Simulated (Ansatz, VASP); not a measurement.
# CoO in VASP and in Ansatz

```
CELL_PARAMETERS angstrom
0.00000 2.19135 2.19135
2.19135 0.00000 2.19135
2.19135 2.19135 0.00000
ATOMIC_POSITIONS crystal
Co 0.00000 0.00000 0.00000
O 0.50000 0.50000 0.50000
```

Alike in both runs: task single point; functional BLYP; k mesh 10 × 10 × 10; occupations gaussian, width 0.05 eV; collinear spin; Hubbard terms Co d U = 3.3 eV.

|  | VASP | Ansatz |
| --- | --- | --- |
| version | VASP 6.6.1 | Ansatz 0.2.0 |
| potentials or method | VASP PAW PBE potentials, release 64 (Co, O), cutoff 520 eV | scalar-relativistic, plane waves, PAW |
| valence electrons in the cell | 15 | 23 |

```csv
,VASP,Ansatz,Ansatz less VASP
pressure (GPa),-7.8,0.0,+7.80
net moment per atom (μB),1.50,1.50,0.000
size of the moment on the site where the two differ most (μB),2.71,2.62,-0.093
```

VASP's potentials were made for PBE, not for BLYP. Site moments also hang on the region over which each program counts them. The programs project onto different local orbitals, so the same U acts differently, and such runs can settle in different states. VASP's potentials hold 15 valence electrons a cell and Ansatz's 23, so a difference there can come from the potentials and not from the codes. Ansatz's warnings: symmetry narrowed by occupation matrices.
